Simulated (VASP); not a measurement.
# In2Fe (Fd-3m) in VASP: a series of runs

Runs on In2Fe. Level: PBE. Tasks: single point, relaxation of cell and atoms.

Everything below comes from runs of VASP 6.6.1. Logs are shortened: lines on timing, memory, paths and dates and some standing lists are left out, and cuts for length are marked.

## (1) The cell of the first run

The structure is cubic, space group Fd-3m (No. 227). Conventional cell: a = 8.235 Å, b = 8.235 Å, c = 8.235 Å, α = 90.00°, β = 90.00°, γ = 90.00°. In (site symmetry -3m) has 6 In at 2.91 Å and 6 Fe at 3.41 Å within 3.8 Å. Fe (site symmetry -43m) has 12 In at 3.41 Å and 4 Fe at 3.57 Å within 4.5 Å.

## (2) Single point, PBE, collinear spin, ferromagnetic start

File INCAR:

```
SYSTEM = In2Fe
ALGO     = Fast           ! electronic algorithm
EDIFF    = 1E-6           ! SCF threshold, eV
ENCUT    = 520            ! plane-wave cutoff, eV
GGA      = PE             ! functional
ISIF     = 2              ! what is computed and relaxed
ISMEAR   = 0              ! smearing method
ISPIN    = 2              ! spin polarisation
LASPH    = .TRUE.         ! aspherical terms in the spheres
LCHARG   = .FALSE.        ! write CHGCAR
LMAXMIX  = 4              ! l up to which the mixer works
LORBIT   = 11             ! projections on sites
LREAL    = .FALSE.        ! projectors in reciprocal space
LWAVE    = .FALSE.        ! write WAVECAR
MAGMOM   = 0 0 0 0 3.39 3.39 ! initial moments
NBANDS   = 47             ! bands
NELM     = 150            ! most SCF steps
PREC     = Accurate       ! precision mode
SIGMA    = 0.1            ! smearing width, eV
```

File KPOINTS:

```
k-points
0
G
  4 4 4
  0 0 0
```

File POSCAR:

```
In2Fe
1.0
    0.0000000000      4.1177293167      4.1177293167
    4.1177293167      0.0000000000      4.1177293167
    4.1177293167      4.1177293167      0.0000000000
In Fe
4 2
Direct
    0.6250000000      0.6250000000      0.6250000000
    0.1250000000      0.6250000000      0.6250000000
    0.6250000000      0.6250000000      0.1250000000
    0.6250000000      0.1250000000      0.6250000000
    0.0000000000      0.0000000000      0.0000000000
    0.2500000000      0.2500000000      0.2500000000
```

Potentials or basis: VASP PAW PBE potentials, release 64 (In_d, Fe).

Run with:

```sh
$ cat potpaw_PBE.64/In_d/POTCAR potpaw_PBE.64/Fe/POTCAR > POTCAR
$ mpirun -np 1 vasp_std > vasp.out
```

OUTCAR:

```text
SYSTEM = In2Fe
   EDIFF = 1E-6
   ENCUT = 520
   GGA = PE
   ISIF = 2
   ISMEAR = 0
   ISPIN = 2
   LASPH = .TRUE.
   LORBIT = 11
   LREAL = .FALSE.
   NELM = 150
   PREC = Accurate

 ion  position               nearest neighbor table
   1  0.625  0.625  0.625-   2 2.91   3 2.91   4 2.91   3 2.91   4 2.91   2 2.91   6 3.41   5 3.41
                             6 3.41   5 3.41   6 3.41   5 3.41
   2  0.125  0.625  0.625-   1 2.91   3 2.91   4 2.91   1 2.91   3 2.91   4 2.91   5 3.41   6 3.41
                             6 3.41   5 3.41   5 3.41   6 3.41
   3  0.625  0.625  0.125-   1 2.91   1 2.91   2 2.91   4 2.91   4 2.91   2 2.91   6 3.41   5 3.41
                             6 3.41   5 3.41   6 3.41   5 3.41
   4  0.625  0.125  0.625-   1 2.91   3 2.91   1 2.91   2 2.91   3 2.91   2 2.91   5 3.41   6 3.41
                             6 3.41   5 3.41   6 3.41   5 3.41
   5  0.000  0.000  0.000-   1 3.41   3 3.41   1 3.41   3 3.41   2 3.41   4 3.41   2 3.41   4 3.41
                             4 3.41   1 3.41   3 3.41   2 3.41
   6  0.250  0.250  0.250-   2 3.41   4 3.41   2 3.41   4 3.41   1 3.41   3 3.41   1 3.41   3 3.41
                             1 3.41   3 3.41   2 3.41   4 3.41

  LATTYP: Found a face centered cubic cell.
 ALAT       =     8.2354586334

  Lattice vectors:

 A1 = (   0.0000000000,   4.1177293167,   4.1177293167)
 A2 = (   4.1177293167,   0.0000000000,   4.1177293167)
 A3 = (   4.1177293167,   4.1177293167,   0.0000000000)

Analysis of symmetry for initial positions (statically):
=====================================================================
 Subroutine PRICEL returns:
 Original cell was already a primitive cell.

 Routine SETGRP: Setting up the symmetry group for a
 face centered cubic supercell.

 Subroutine GETGRP returns: Found 48 space group operations
 (whereof 24 operations were pure point group operations)
 out of a pool of 48 trial point group operations.

The static configuration has the point symmetry T_d .
 The point group associated with its full space group is O_h .

Analysis of symmetry for dynamics (positions and initial velocities):
=====================================================================
 Subroutine PRICEL returns:
 Original cell was already a primitive cell.

 Routine SETGRP: Setting up the symmetry group for a
 face centered cubic supercell.

 Subroutine GETGRP returns: Found 48 space group operations
 (whereof 24 operations were pure point group operations)
 out of a pool of 48 trial point group operations.

The dynamic configuration has the point symmetry T_d .
 The point group associated with its full space group is O_h .

Analysis of structural, dynamic, and magnetic symmetry:
=====================================================================
 Subroutine PRICEL returns:
 Original cell was already a primitive cell.

 Routine SETGRP: Setting up the symmetry group for a
 face centered cubic supercell.

 Subroutine GETGRP returns: Found 48 space group operations
 (whereof 24 operations were pure point group operations)
 out of a pool of 48 trial point group operations.

The overall configuration has the point symmetry T_d .
 The point group associated with its full space group is O_h .

 Subroutine INISYM returns: Found 48 space group operations
 (whereof 24 operations are pure point group operations),
 and found     1 'primitive' translations

----------------------------------------------------------------------------------------

                                     Primitive cell

  volume of cell :     139.6379

  direct lattice vectors                    reciprocal lattice vectors
     0.000000000  4.117729317  4.117729317    -0.121426146  0.121426146  0.121426146
     4.117729317  0.000000000  4.117729317     0.121426146 -0.121426146  0.121426146
     4.117729317  4.117729317  0.000000000     0.121426146  0.121426146 -0.121426146

  length of vectors
     5.823348646  5.823348646  5.823348646     0.210316254  0.210316254  0.210316254

  position of ions in fractional coordinates (direct lattice)
     0.625000000  0.625000000  0.625000000
     0.125000000  0.625000000  0.625000000
     0.625000000  0.625000000  0.125000000
     0.625000000  0.125000000  0.625000000
     0.000000000  0.000000000  0.000000000
     0.250000000  0.250000000  0.250000000

  ion indices of the primitive-cell ions
[... 45 lines left out ...]
   number of dos      NEDOS =    301   number of ions     NIONS =      6
   total plane-waves  NPLWV = 110592
   dimension x,y,z NGX =    48 NGY =   48 NGZ =   48
   dimension x,y,z NGXF=    96 NGYF=   96 NGZF=   96
   ions per type =               4   2
   NGX,Y,Z   is equivalent  to a cutoff of  13.70, 13.70, 13.70 a.u.
   NGXF,Y,Z  is equivalent  to a cutoff of  27.41, 27.41, 27.41 a.u.
 SYSTEM =  In2Fe
   PREC   = accura    normal or accurate (medium, high low for compatibility)
   ISTART =      0    job   : 0-new  1-cont  2-samecut
   ICHARG =      2    charge: 1-file 2-atom 10-const
   ISPIN  =      2    spin polarized calculation?
   LNONCOLLINEAR =      F non collinear calculations
   LSORBIT =      F    spin-orbit coupling
   LASPH  =      T    aspherical Exc in radial PAW
   ENCUT  =  520.0 eV  38.22 Ry    6.18 a.u.  10.83 10.83 10.83*2*pi/ulx,y,z
   NELM   =    150;   NELMIN=  2; NELMDL= -5     # of ELM steps
   EDIFF  = 0.1E-05   stopping-criterion for ELM
   LREAL  =      F    real-space projection
   EDIFFG = 0.1E-04   stopping-criterion for IOM
   NSW    =      0    number of steps for IOM
   IBRION =     -1    ionic relax: 0-MD 1-quasi-New 2-CG
   NFREE  =      0    steps in history (QN), initial steepest desc. (CG)
   ISIF   =      2    stress and relaxation
   ISYM   =      2    0-nonsym 1-usesym 2-fastsym
   POTIM  = 0.5000    time-step for ionic-motion
   TEBEG  =    0.0;   TEEND  =   0.0 temperature during run
   PSTRESS=    0.0 pullay stress
   NELECT =      68.0000    total number of electrons
   NUPDOWN=      -1.0000    fix difference up-down
   EMIN   =  10.00;   EMAX   =-10.00  energy-range for DOS
   EFERMI =   0.00;   METHOD = LEGACY
   ISMEAR =     0;   SIGMA  =   0.10  broadening in eV -4-tet -1-fermi 0-gaus
   EFERMI_NEDOS =   21; number of points for ismear=-14 and -15
   IALGO  =     68    algorithm
   IMIX   =      4    mixing-type and parameters
     AMIX     =   0.40;   BMIX     =  1.00
     AMIX_MAG =   1.60;   BMIX_MAG =  1.00
  volume/ion in A,a.u.               =      23.27       157.05
  Fermi-wavevector in a.u.,A,eV,Ry     =   1.287983  2.433934 22.570695  1.658899
  Thomas-Fermi vector in A             =   2.419964
   LORBIT       =     11    0 simple, 1 ext, 2 COOP (PROOUT), +10 PAW based schemes
   GGA     = PE    functional components
   LHFCALC =     F    Hartree Fock is set to
   AEXX    =    0.0000 exact exchange contribution
   IVDW    =     0    specifies the selected vdW correction
   LEPSILON=     F    determine dielectric tensor
   LRPA    =     F    only Hartree local field effects (RPA)
 spin polarized calculation
 RMM-DIIS sequential band-by-band and
 Gauss-broadening in eV      SIGMA  =   0.10
  energy-cutoff  :      520.00
  volume of cell :      139.64
 maximum number of plane-waves:      3812
 NGX is ok and might be reduce to    48
   NGX = 21   NGY = 21   NGZ = 21

 number of electron      67.9999992 magnetization       6.7093526

 Free energy of the ion-electron system (eV)
  ---------------------------------------------------
  ext. energy  EPLUGINS =         0.00000000
  ---------------------------------------------------
  free energy    TOTEN  =       -21.42808072 eV

  energy without entropy =      -21.39194179  energy(sigma->0) =      -21.41001126

 E-fermi :   6.5619     XC(G=0): -10.3715

 val. band max:        6.5316465407   @ k =   0.5000   0.5000   0.0000
 cond. band min:       6.5745149960   @ k =  -0.2500   0.2500   0.0000
 fundamental gap:      0.0428684553
 Fermi energy:         6.5619108956

 spin component 1

 k-point     1 :       0.0000    0.0000    0.0000
  band No.  band energies     occupation
      1      -9.0935      1.00000
      2      -8.7280      1.00000
      3      -8.7280      1.00000
      4      -8.7280      1.00000
      5      -8.6561      1.00000
      6      -8.6561      1.00000
[... 381 lines left out ...]
     45      11.6083      0.00000
     46      11.6083      0.00000
 Fermi energy:         6.5619108956

 spin component 2

 k-point     1 :       0.0000    0.0000    0.0000
  band No.  band energies     occupation
      1      -9.0569      1.00000
      2      -8.7064      1.00000
      3      -8.7064      1.00000
      4      -8.7064      1.00000
      5      -8.6421      1.00000
      6      -8.6421      1.00000
[... 381 lines left out ...]
     45      12.0349      0.00000
     46      12.0349      0.00000
 [bands above 46 left out]

------------------------ aborting loop because EDIFF is reached ----------------------------------------

  FORCE on cell =-STRESS in cart. coord.  units (eV):
  Direction    XX          YY          ZZ          XY          YZ          ZX
  --------------------------------------------------------------------------------------
  -------------------------------------------------------------------------------------
  Total        0.1487646      0.1487646      0.1487646     -0.0000000      0.0000000      0.0000000
  in kB        1.7068953      1.7068953      1.7068953     -0.0000000      0.0000000      0.0000000
  external PRESSURE =       1.7068953 kB  Pullay stress =       0.0000000 kB

 VOLUME and BASIS-vectors are now :
 -----------------------------------------------------------------------------
  energy-cutoff  :      520.00
  volume of cell :      139.64
      direct lattice vectors                 reciprocal lattice vectors
     0.000000000  4.117729317  4.117729317    -0.121426146  0.121426146  0.121426146
     4.117729317  0.000000000  4.117729317     0.121426146 -0.121426146  0.121426146
     4.117729317  4.117729317  0.000000000     0.121426146  0.121426146 -0.121426146

 POSITION                                       TOTAL-FORCE (eV/Angst)
 -----------------------------------------------------------------------------------
      5.14716      5.14716      5.14716         0.000000     -0.000000      0.000000
      5.14716      3.08830      3.08830         0.000000     -0.000000      0.000000
      3.08830      3.08830      5.14716         0.000000     -0.000000      0.000000
      3.08830      5.14716      3.08830         0.000000     -0.000000      0.000000
      0.00000      0.00000      0.00000        -0.000000     -0.000000     -0.000000
      2.05886      2.05886      2.05886         0.000000      0.000000      0.000000
 -----------------------------------------------------------------------------------
    total drift:                                0.000000      0.000000      0.000000

  FREE ENERGIE OF THE ION-ELECTRON SYSTEM (eV)
  ---------------------------------------------------
  free  energy   TOTEN  =       -21.4280807225 eV

  energy  without entropy=      -21.3919417877  energy(sigma->0) =      -21.41001126

 total charge

# of ion       s       p       d       tot
------------------------------------------
    1        0.924   0.674   9.869  11.467
    2        0.924   0.674   9.869  11.467
    3        0.924   0.674   9.869  11.467
    4        0.924   0.674   9.869  11.467
    5        0.322   0.140   6.065   6.527
    6        0.322   0.140   6.065   6.527
--------------------------------------------------
tot          4.340   2.976  51.608  58.924

 magnetization (x)

# of ion       s       p       d       tot
------------------------------------------
    1        0.045  -0.018   0.005   0.032
    2        0.045  -0.018   0.005   0.032
    3        0.045  -0.018   0.005   0.032
    4        0.045  -0.018   0.005   0.032
    5        0.084   0.006   3.149   3.240
    6        0.084   0.006   3.149   3.240
--------------------------------------------------
tot          0.348  -0.058   6.316   6.606
```

Run time: 4.8 min. Hardware: 1 thread of Intel Xeon 8259CL, shared host; peak memory 0.43 GiB.

Results:

| Quantity | Value |
| --- | --- |
| Free energy | -21.4281 eV |
| Pressure | 0.2 GPa |
| Net moment | 6.71 μB per cell |
| Site moments | In +0.03; Fe +3.24 μB |
| Valence electrons inside the program's atomic spheres | In 11.47; Fe 6.53 |

Levels at points of the mesh, in eV from the Fermi level:
Spin up:
```
           k point  band 35  band 36  band 37  band 38  band 39  band 40  band 41  band 42
(0.00, 0.00, 0.00)    -1.73    -1.30    -1.30    -1.30    -0.87     1.06     1.06     1.68
(0.50, 0.00, 0.00)    -2.01    -1.54    -1.54    -0.09     1.70     2.83     2.83     2.83
(0.50, 0.50, 0.00)    -2.35    -2.35     2.45     2.45     2.94     2.94     3.14     3.14
```
Spin down:
| k point | band 27 | band 28 | band 29 | band 30 | band 31 | band 32 | band 33 | band 34 |
| --- | --- | --- | --- | --- | --- | --- | --- | --- |
| (0.00, 0.00, 0.00) | -2.41 | -2.41 | -1.31 | -1.31 | -0.31 | 0.13 | 0.13 | 0.13 |
| (0.50, 0.00, 0.00) | -1.84 | -0.79 | -0.66 | -0.66 | 0.10 | 0.10 | 0.10 | 0.52 |
| (0.50, 0.50, 0.00) | -0.45 | -0.45 | -0.12 | -0.12 | -0.03 | -0.03 | 0.12 | 0.12 |

Caveat: spin-orbit coupling is left out, which moves the levels of the heavy elements.

## (3) Relaxation of cell and atoms, PBE, collinear spin, ferromagnetic start

This run uses another cell than the first one, of 19.95 Å³/atom.

File INCAR:

```
SYSTEM = In2Fe
PREC = Accurate ; ENCUT = 600
EDIFF = 1E-6 ; ISMEAR = 0
SIGMA = 0.1 ; LREAL = .False.
LASPH = .True. ; NELM = 150
ALGO = Fast ; ISIF = 3
LWAVE = .False. ; LCHARG = .False.
ISPIN = 2 ; MAGMOM = 0 0 0 0 3.39 3.39
LORBIT = 11 ; LMAXMIX = 4
GGA = PE ; IBRION = 2
NSW = 90 ; EDIFFG = -0.04
```

File KPOINTS:

```
Automatic mesh
0
Gamma
  4 4 4
  0 0 0
```

Changes to POSCAR since step 2:

```diff
@@ -2,5 +2,5 @@
 1.0
-    0.0000000000      4.1177293167      4.1177293167
-    4.1177293167      0.0000000000      4.1177293167
-    4.1177293167      4.1177293167      0.0000000000
+    0.0000000000      3.9114417737      3.9114417737
+    3.9114417737      0.0000000000      3.9114417737
+    3.9114417737      3.9114417737      0.0000000000
 In Fe
```

Potentials or basis: VASP PAW PBE potentials, release 64 (In_d, Fe).

Run with:

```sh
$ cat potpaw_PBE.64/In_d/POTCAR potpaw_PBE.64/Fe/POTCAR > POTCAR
$ mpirun -np 1 vasp_std > vasp.out
```

Wall time 12 min (1 thread of Intel Xeon 8259CL, shared host); peak memory 0.45 GiB.

Results (log left out):

| Property | Result |
| --- | --- |
| Free energy | -21.4221 eV |
| Relaxed volume | 23.32 Å³/atom |
| Relaxed cell | a = 5.828 Å, b = 5.828 Å, c = 5.828 Å, α = 60.00°, β = 60.00°, γ = 60.00° |
| Space group after relaxing (to 0.1 Å) | Fd-3m (No. 227) |
| Energy gained by relaxing | 93.4 meV/atom |
| Ionic steps | 3 |
| Pressure after relaxing | 0.1 GPa |
| Net moment | 6.71 μB per cell |
| Site moments | In +0.03; Fe +3.24 μB |
| Valence electrons inside the program's atomic spheres | In 11.47; Fe 6.53 |

Step by step:
```
step  energy change (eV)  largest force (eV/Å)  pressure (GPa)  volume (Å³)
   1              0.0000                0.0000            9.79       119.69
   2             -0.5568                0.0000           -0.70       142.07
   3             -0.5605                0.0000            0.09       139.94
```

Final structure:
```
In Fe
1.0
     0.00000    4.12073    4.12073
     4.12073    0.00000    4.12073
     4.12073    4.12073    0.00000
In Fe
4 2
Direct
  0.62500 0.62500 0.62500
  0.12500 0.62500 0.62500
  0.62500 0.62500 0.12500
  0.62500 0.12500 0.62500
  0.00000 0.00000 0.00000
  0.25000 0.25000 0.25000
```

Levels at points of the mesh, in eV from the Fermi level:
Spin up:
| k point | band 36 | band 37 | band 38 | band 39 | band 40 | band 41 |
| --- | --- | --- | --- | --- | --- | --- |
| (0.00, 0.00, 0.00) | -1.30 | -1.30 | -1.30 | -0.87 | 1.06 | 1.06 |
| (0.50, 0.00, 0.00) | -1.54 | -1.54 | -0.10 | 1.70 | 2.82 | 2.83 |
| (0.50, 0.50, 0.00) | -2.36 | 2.45 | 2.45 | 2.94 | 2.94 | 3.14 |
Spin down:
| k point | band 27 | band 28 | band 29 | band 30 | band 31 | band 32 | band 33 | band 34 |
| --- | --- | --- | --- | --- | --- | --- | --- | --- |
| (0.00, 0.00, 0.00) | -2.40 | -2.40 | -1.31 | -1.31 | -0.31 | 0.12 | 0.12 | 0.12 |
| (0.50, 0.00, 0.00) | -1.84 | -0.79 | -0.65 | -0.65 | 0.10 | 0.10 | 0.10 | 0.53 |
| (0.50, 0.50, 0.00) | -0.45 | -0.45 | -0.12 | -0.12 | -0.03 | -0.03 | 0.12 | 0.12 |

Caveat: the volume moved by over 15 % at a fixed basis, so the end points are rough; spin-orbit coupling is left out, which moves the levels of the heavy elements.
